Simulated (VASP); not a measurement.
# Fe (P6_3/mmc) in VASP: a series of runs, part 2 of 2

VASP 6.6.1. The steps go on from the part before.

### Step 3. Relaxation of cell and atoms, PBE

File INCAR:

```
ALGO = Normal
EDIFF = 1E-7
EDIFFG = -0.01
ENCUT = 600
GGA = PE
IBRION = 2
ISIF = 3
ISMEAR = 0
LASPH = T
LCHARG = F
LREAL = F
LWAVE = F
NELM = 100
NSW = 100
PREC = Accurate
SIGMA = 0.1
```

File KPOINTS:

```
k-points
0
Gamma
  27 27 14
```

File POSCAR:

```
Fe
1.0
    2.4577327204      0.0000000000      0.0000000000
   -1.2288663602      2.1284589715      0.0000000000
    0.0000000000      0.0000000000      3.8973471808
Fe
2
Direct
    0.3333333333      0.6666666667      0.7500000000
    0.6666666667      0.3333333333      0.2500000000
```

Potentials or basis: VASP PAW PBE potentials, release 64 (Fe).

Started as:

```bash
> cat potpaw_PBE.64/Fe/POTCAR > POTCAR
> mpirun -np 1 vasp_std > vasp.out
```

OUTCAR:

```text
EDIFF = 1E-7
   EDIFFG = -0.01
   ENCUT = 600
   GGA = PE
   IBRION = 2
   ISIF = 3
   ISMEAR = 0
   LASPH = T
   LREAL = F
   NELM = 100
   NSW = 100
   PREC = Accurate

 ion  position               nearest neighbor table
   1  0.333  0.667  0.750-   2 2.41   2 2.41   2 2.41   2 2.41   2 2.41   2 2.41
   2  0.667  0.333  0.250-   1 2.41   1 2.41   1 2.41   1 2.41   1 2.41   1 2.41

  LATTYP: Found a hexagonal cell.
 ALAT       =     2.4577327204
 C/A-ratio  =     1.5857489907

  Lattice vectors:

 A1 = (   2.4577327204,   0.0000000000,   0.0000000000)
 A2 = (  -1.2288663602,   2.1284589715,   0.0000000000)
 A3 = (   0.0000000000,   0.0000000000,   3.8973471808)

Analysis of symmetry for initial positions (statically):
=====================================================================
 Subroutine PRICEL returns:
 Original cell was already a primitive cell.

 Routine SETGRP: Setting up the symmetry group for a
 hexagonal supercell.

 Subroutine GETGRP returns: Found 24 space group operations
 (whereof 12 operations were pure point group operations)
 out of a pool of 24 trial point group operations.

The static configuration has the point symmetry D_3d.
 The point group associated with its full space group is D_6h.

Analysis of symmetry for dynamics (positions and initial velocities):
=====================================================================
 Subroutine PRICEL returns:
 Original cell was already a primitive cell.

 Routine SETGRP: Setting up the symmetry group for a
 hexagonal supercell.

 Subroutine GETGRP returns: Found 24 space group operations
 (whereof 12 operations were pure point group operations)
 out of a pool of 24 trial point group operations.

The dynamic configuration has the point symmetry D_3d.
 The point group associated with its full space group is D_6h.

 Subroutine INISYM returns: Found 24 space group operations
 (whereof 12 operations are pure point group operations),
 and found     1 'primitive' translations

----------------------------------------------------------------------------------------

                                     Primitive cell

  volume of cell :      20.3877

  direct lattice vectors                    reciprocal lattice vectors
     2.457732720  0.000000000  0.000000000     0.406879069  0.234911740  0.000000000
    -1.228866360  2.128458972  0.000000000     0.000000000  0.469823480  0.000000000
     0.000000000  0.000000000  3.897347181     0.000000000  0.000000000  0.256584788

  length of vectors
     2.457732720  2.457732720  3.897347181     0.469823480  0.469823480  0.256584788

  position of ions in fractional coordinates (direct lattice)
     0.333333333  0.666666667  0.750000000
     0.666666667  0.333333333  0.250000000

  ion indices of the primitive-cell ions
   primitive index   ion index
                 1           1
                 2           2

----------------------------------------------------------------------------------------

 KPOINTS: k-points

Automatic generation of k-mesh.
 Grid dimensions read from file:
[... 55 lines left out ...]
 SYSTEM =  unknown system
   PREC   = accura    normal or accurate (medium, high low for compatibility)
   ISTART =      0    job   : 0-new  1-cont  2-samecut
   ICHARG =      2    charge: 1-file 2-atom 10-const
   ISPIN  =      1    spin polarized calculation?
   LNONCOLLINEAR =      F non collinear calculations
   LSORBIT =      F    spin-orbit coupling
   LASPH  =      T    aspherical Exc in radial PAW
   ENCUT  =  600.0 eV  44.10 Ry    6.64 a.u.   4.91  4.91  7.78*2*pi/ulx,y,z
   NELM   =    100;   NELMIN=  2; NELMDL= -5     # of ELM steps
   EDIFF  = 0.1E-06   stopping-criterion for ELM
   LREAL  =      F    real-space projection
   EDIFFG = -.1E-01   stopping-criterion for IOM
   NSW    =    100    number of steps for IOM
   IBRION =      2    ionic relax: 0-MD 1-quasi-New 2-CG
   NFREE  =      1    steps in history (QN), initial steepest desc. (CG)
   ISIF   =      3    stress and relaxation
   ISYM   =      2    0-nonsym 1-usesym 2-fastsym
   POTIM  = 0.5000    time-step for ionic-motion
   TEBEG  =    0.0;   TEEND  =   0.0 temperature during run
   PSTRESS=    0.0 pullay stress
   NELECT =      16.0000    total number of electrons
   NUPDOWN=      -1.0000    fix difference up-down
   EMIN   =  10.00;   EMAX   =-10.00  energy-range for DOS
   EFERMI =   0.00;   METHOD = LEGACY
   ISMEAR =     0;   SIGMA  =   0.10  broadening in eV -4-tet -1-fermi 0-gaus
   EFERMI_NEDOS =   21; number of points for ismear=-14 and -15
   IALGO  =     38    algorithm
   IMIX   =      4    mixing-type and parameters
     AMIX     =   0.40;   BMIX     =  1.00
     AMIX_MAG =   1.60;   BMIX_MAG =  1.00
  volume/ion in A,a.u.               =      10.19        68.79
  Fermi-wavevector in a.u.,A,eV,Ry     =   1.510052  2.853584 31.024768  2.280256
  Thomas-Fermi vector in A             =   2.620293
   LORBIT       =      0    0 simple, 1 ext, 2 COOP (PROOUT), +10 PAW based schemes
   GGA     = PE    functional components
   LHFCALC =     F    Hartree Fock is set to
   AEXX    =    0.0000 exact exchange contribution
   IVDW    =     0    specifies the selected vdW correction
   LEPSILON=     F    determine dielectric tensor
   LRPA    =     F    only Hartree local field effects (RPA)
 conjugate gradient relaxation of ions
 non-spin polarized calculation
 Gauss-broadening in eV      SIGMA  =   0.10
  energy-cutoff  :      600.00
  volume of cell :       20.39
 maximum number of plane-waves:       703
 NGX is ok and might be reduce to    20

--------------------------------------- Ionic step        1  -------------------------------------------

 number of electron      15.9999995 magnetization

 Free energy of the ion-electron system (eV)
  ---------------------------------------------------
  ext. energy  EPLUGINS =         0.00000000
  ---------------------------------------------------
  free energy    TOTEN  =       -16.31264209 eV

  energy without entropy =      -16.29924375  energy(sigma->0) =      -16.30594292

------------------------ aborting loop because EDIFF is reached ----------------------------------------

  FORCE on cell =-STRESS in cart. coord.  units (eV):
  Direction    XX          YY          ZZ          XY          YZ          ZX
  --------------------------------------------------------------------------------------
  -------------------------------------------------------------------------------------
  Total       -0.0143971     -0.0143971     -0.2107949      0.0000000      0.0000000      0.0000000
  in kB       -1.1313972     -1.1313972    -16.5653870      0.0000000      0.0000000      0.0000000
  external PRESSURE =      -6.2760605 kB  Pullay stress =       0.0000000 kB
[... 131 lines left out ...]
--------------------------------------- Ionic step        5  -------------------------------------------

 number of electron      15.9999994 magnetization

 Free energy of the ion-electron system (eV)
  ---------------------------------------------------
  ext. energy  EPLUGINS =         0.00000000
  ---------------------------------------------------
  free energy    TOTEN  =       -16.31296500 eV

  energy without entropy =      -16.29967897  energy(sigma->0) =      -16.30632199

 E-fermi :   6.9260     XC(G=0): -13.8029

 val. band max:        6.9230950244   @ k =   0.3333   0.3333   0.2857
 cond. band min:       6.9262131410   @ k =   0.2963   0.2963   0.2857
 fundamental gap:      0.0031181166
 Fermi energy:         6.9260151168

 k-point     1 :       0.0000    0.0000    0.0000
  band No.  band energies     occupation
      1      -1.9982      2.00000
      2       1.9863      2.00000
      3       5.2704      2.00000
      4       5.2704      2.00000
      5       5.4032      2.00000
      6       5.7372      2.00000
      7       5.7372      2.00000
      8       6.0762      2.00000
      9       6.0762      2.00000
     10       7.4768      0.00000
     11       7.6356      0.00000
     12       7.6356      0.00000
[... 331 lines left out ...]
 k-point    24 :       0.3704    0.0370    0.0000
  band No.  band energies     occupation
      1       1.9543      2.00000
      2       2.6966      2.00000
      3       3.0121      2.00000
      4       4.4682      2.00000
      5       5.0543      2.00000
      6       5.4936      2.00000
      7       5.6837      2.00000
      8       7.4476      0.00000
      9       7.5571      0.00000
     10       7.9715      0.00000
     11       8.1623      0.00000
     12      14.2609      0.00000

 [... further k-points ...]

------------------------ aborting loop because EDIFF is reached ----------------------------------------

  FORCE on cell =-STRESS in cart. coord.  units (eV):
  Direction    XX          YY          ZZ          XY          YZ          ZX
  --------------------------------------------------------------------------------------
  -------------------------------------------------------------------------------------
  Total        0.0030127      0.0030127      0.0030938      0.0000000      0.0000000      0.0000000
  in kB        0.2372790      0.2372790      0.2436692      0.0000000      0.0000000      0.0000000
  external PRESSURE =       0.2394091 kB  Pullay stress =       0.0000000 kB
[... 17 lines left out ...]
  FREE ENERGIE OF THE ION-ELECTRON SYSTEM (eV)
  ---------------------------------------------------
  free  energy   TOTEN  =       -16.3129650007 eV

  energy  without entropy=      -16.2996789702  energy(sigma->0) =      -16.30632199

 reached required accuracy - stopping structural energy minimisation
```

Run time: 5.9 min. Hardware: 1 thread of AMD EPYC 7R43 (Zen 3), shared host; peak memory 0.26 GiB.

What came out:

| Property | Result |
| --- | --- |
| Free energy | -16.3130 eV |
| Relaxed volume | 10.17 Å³/atom |
| Relaxed cell | a = 2.459 Å, b = 2.459 Å, c = 3.885 Å, α = 90.00°, β = 90.00°, γ = 120.00° |
| Space group after relaxing (to 0.05 Å) | P6_3/mmc (No. 194) |
| Energy gained by relaxing | 0.2 meV/atom |
| Ionic steps | 5 |
| Pressure after relaxing | 0.0 GPa |
| Band gap on the k mesh | zero (band 8 reaches 7.83 eV, above the bottom of band 9 at 5.92 eV) |

Step by step:
```
step  energy change (eV)  largest force (eV/Å)  pressure (GPa)  volume (Å³)
   1              0.0000                0.0000           -0.63        20.39
   2             -0.0001                0.0000            1.08        20.27
   3             -0.0003                0.0000            0.27        20.33
   4             -0.0003                0.0000           -0.15        20.36
   5             -0.0003                0.0000            0.02        20.34
```

Final structure:
```
Fe
1.0
     2.45881    0.00000    0.00000
    -1.22941    2.12940    0.00000
     0.00000    0.00000    3.88527
Fe
2
Direct
  0.33333 0.66667 0.75000
  0.66667 0.33333 0.25000
```

Caveat: the run has no spin polarisation, though such a crystal can be magnetic. Spin polarisation is off, so any magnetic state and its effect on volume and gap are missing.

### Step 4. Single point, PBE

This run uses another cell than the first one: it holds 4 atoms, not 2.

File INCAR:

```
SYSTEM = Fe
ALGO = Normal ; EDIFF = 1E-6
ENCUT = 600 ; GGA = PE
GGA_COMPAT = .False. ; ISIF = 2
ISMEAR = 0 ; LASPH = .True.
LCHARG = .False. ; LREAL = .False.
LWAVE = .False. ; NBANDS = 40
NELM = 120 ; PREC = Accurate
SIGMA = 0.1
```

File KPOINTS:

```
k-points
0
Gamma
  9 9 2
  0 0 0
```

File POSCAR:

```
Fe
1.0
    3.7192409364      0.0000000000      0.0000000000
   -1.8596204682      3.2209571338      0.0000000000
    0.0000000000      0.0000000000      4.2684395811
Fe
4
Direct
    0.0000000000      0.0000000000      0.2500000000
    0.0000000000      0.0000000000      0.7500000000
    0.3333333333      0.6666666667      0.7500000000
    0.6666666667      0.3333333333      0.2500000000
```

Potentials or basis: VASP PAW PBE potentials, release 64 (Fe_sv).

Started as:

```bash
> cat potpaw_PBE.64/Fe_sv/POTCAR > POTCAR
> mpirun -np 1 vasp_std > vasp.out
```

OUTCAR:

```text
SYSTEM = Fe
   EDIFF = 1E-6
   ENCUT = 600
   GGA = PE
   ISIF = 2
   ISMEAR = 0
   LASPH = .True.
   LREAL = .False.
   NELM = 120
   PREC = Accurate

 ion  position               nearest neighbor table
   1  0.000  0.000  0.250-   2 2.13   2 2.13   4 2.15   4 2.15   4 2.15
   2  0.000  0.000  0.750-   1 2.13   1 2.13   3 2.15   3 2.15   3 2.15
   3  0.333  0.667  0.750-   2 2.15   2 2.15   2 2.15
   4  0.667  0.333  0.250-   1 2.15   1 2.15   1 2.15

  LATTYP: Found a hexagonal cell.
 ALAT       =     3.7192409364
[... 1230 lines left out ...]
  Direction    XX          YY          ZZ          XY          YZ          ZX
  --------------------------------------------------------------------------------------
  -------------------------------------------------------------------------------------
  Total       -0.9124255     -0.9124255     -1.0444108      0.0000000     -0.0000000      0.0000000
  in kB      -28.5890426    -28.5890426    -32.7245392      0.0000000     -0.0000000      0.0000000
  external PRESSURE =     -29.9675415 kB  Pullay stress =       0.0000000 kB

 VOLUME and BASIS-vectors are now :
 -----------------------------------------------------------------------------
  energy-cutoff  :      600.00
  volume of cell :       51.13
      direct lattice vectors                 reciprocal lattice vectors
     3.719240936  0.000000000  0.000000000     0.268872067  0.155233361  0.000000000
    -1.859620468  3.220957134  0.000000000     0.000000000  0.310466721  0.000000000
     0.000000000  0.000000000  4.268439581     0.000000000  0.000000000  0.234277651

 POSITION                                       TOTAL-FORCE (eV/Angst)
 -----------------------------------------------------------------------------------
      0.00000      0.00000      1.06711         0.000000      0.000000     -0.000000
      0.00000      0.00000      3.20133        -0.000000     -0.000000     -0.000000
     -0.00000      2.14730      3.20133         0.000000      0.000000     -0.000000
      1.85962      1.07365      1.06711        -0.000000     -0.000000      0.000000
 -----------------------------------------------------------------------------------
    total drift:                                0.000000     -0.000000      0.000000

  FREE ENERGIE OF THE ION-ELECTRON SYSTEM (eV)
  ---------------------------------------------------
  free  energy   TOTEN  =       -28.6889832245 eV

  energy  without entropy=      -28.6449951176  energy(sigma->0) =      -28.66698917
```

Wall time 76 s (1 thread of Intel Xeon 6975P-C (Granite Rapids), shared host); peak memory 0.19 GiB.

What came out:

```
Free energy            : -28.6890 eV
Pressure               : -3.0 GPa
Band gap on the k mesh : zero (band 32 reaches 10.98 eV, above the bottom of band 33 at 10.28 eV)
```

Stress tensor (GPa, compression positive):
```
-2.86  0.00  0.00
 0.00 -2.86  0.00
 0.00  0.00 -3.27
```

Levels at points of the mesh, in eV from the Fermi level:
```tsv
k point	band 30	band 31	band 32	band 33	band 34	band 35
(0.00, 0.00, 0.00)	-1.17	-1.17	-0.53	-0.08	0.24	0.24
(0.00, 0.00, 0.50)	-0.98	-0.98	-0.98	-0.17	-0.17	-0.03
```

Caveat: the k points lie up to 0.74 Å⁻¹ apart; the run has no spin polarisation, though such a crystal can be magnetic. Spin polarisation is off, so any magnetic state and its effect on volume and gap are missing.

### Step 5. The runs side by side

| task | potentials or basis | cell | k mesh | cutoff (eV) | second run | gap on the mesh (eV) | pressure (GPa) |
| --- | --- | --- | --- | --- | --- | --- | --- |
| single point | VASP PAW PBE potentials, release 64 (Fe) | a = 2.461, b = 2.461, c = 3.890 Å, angles 90.0, 90.0, 120.0°, 2 atoms | 27 × 27 × 14 | 520 | - | none | -0.7 |
| relaxation of cell and atoms | VASP PAW PBE potentials, release 64 (Fe) | relaxed from a = 2.458, b = 2.458, c = 3.897 Å, angles 90.0, 90.0, 120.0°, 2 atoms | 27 × 27 × 14 | 600 | - | none | 0.0 |
| single point | VASP PAW PBE potentials, release 64 (Fe_sv) | a = 3.719, b = 3.719, c = 4.268 Å, angles 90.0, 90.0, 120.0°, 4 atoms | 9 × 9 × 2 | 600 | valence_matched | none | -3.0 |

Alike in all rows: level PBE; no spin polarisation; smearing gaussian 0.1 eV.

Caveats: some runs use coarse meshes; the run has no spin polarisation, though such a crystal can be magnetic.

Total energies depend on the potentials used, so only differences within one code and one set of settings carry meaning.
